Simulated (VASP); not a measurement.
A run of VASP 6.6.1:

The input INCAR:

```
PREC = Accurate
ENCUT = 520
EDIFF = 1E-8
ISMEAR = -1
SIGMA = 0.05
LREAL = F
LASPH = T
NELM = 60
ALGO = Normal
ISIF = 2
LWAVE = F
LCHARG = F
GGA = PE
LEFG = T
NBANDS = 18
```

The input KPOINTS:

```
Automatic mesh
0
Gamma
  10 10 10
```

Contents of POSCAR:

```
BiTe
1.0
    0.0000000000      3.2533160000      3.2533160000
    3.2533160000      0.0000000000      3.2533160000
    3.2533160000      3.2533160000      0.0000000000
Bi Te
1 1
Direct
    0.0000000000      0.0000000000      0.0000000000
    0.5000000000      0.5000000000      0.5000000000
```

Potentials or basis: VASP PAW PBE potentials, release 64 (Bi_d, Te).

Command:

```sh
$ cat potpaw_PBE.64/Bi_d/POTCAR potpaw_PBE.64/Te/POTCAR > POTCAR
$ mpirun -np 1 vasp_std > vasp.out
```

Hardware: 1 thread of Intel Xeon 6975P-C, with other jobs on the host.

Task: How long does it take, and how much memory?

Result: Wall time 43 s on 1 thread of Intel Xeon 6975P-C (shared host), peak memory 0.24 GiB. Counts: scf iterations 16, k points 47.
